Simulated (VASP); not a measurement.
Wanted: the native input for a VASP 6.6.1 run.

```yaml
Task: single point
Functional: PBEsol
Potentials_or_basis: VASP PAW PBE potentials, release 64 (Ag, Cl)
Cutoff: 520 eV
k_mesh: 8 × 8 × 8
Occupations: gaussian, width 0.05 eV
Spin: no spin polarisation
Dipole_correction: no
Further_INCAR_settings: ALGO = Normal; EDIFF = 1e-06; NBANDS = 16
```

The structure of AgCl lies in POSCAR:

```
AgCl
1.0
    0.0000000000      2.8147472500      2.7315527500
    2.8147472500      0.0000000000      2.7315527500
    2.8147472500      2.8147472500      0.0000000000
Ag Cl
1 1
Direct
    0.5000000000      0.5000000000      0.5000000000
    0.0000000000      0.0000000000      0.0000000000
```

This cell differs from its parent crystal: strain +0.015 along x and y, -0.015 along z.

One way to write it, as run:

INCAR

```
PREC = Accurate
ENCUT = 520
EDIFF = 1E-6
ISMEAR = 0
SIGMA = 0.05
LREAL = False
LASPH = True
NELM = 100
ALGO = Normal
ISIF = 2
LWAVE = False
LCHARG = False
GGA = PS
NBANDS = 16
```

KPOINTS

```
Automatic mesh
0
Gamma
  8 8 8
```

Potentials or basis: VASP PAW PBE potentials, release 64 (Ag, Cl).

Launch:

```console
$ cat potpaw_PBE.64/Ag/POTCAR potpaw_PBE.64/Cl/POTCAR > POTCAR
$ mpirun -np 1 vasp_std > vasp.out
```

Results of the run:

```yaml
Pressure: -3.3 GPa
Band_gap_on_the_k_mesh: 0.65 eV, indirect (least direct gap 2.98 eV)
```

Caveat: the cell differs from its parent crystal (strain +0.015 along x and y, -0.015 along z); the PAW data sets were made with another functional, which shifts forces and pressure a little.

It took 16 s on 1 thread of Intel(R) Xeon(R) 6975P-C (Granite Rapids), with other jobs on the host, peak memory 0.19 GiB.
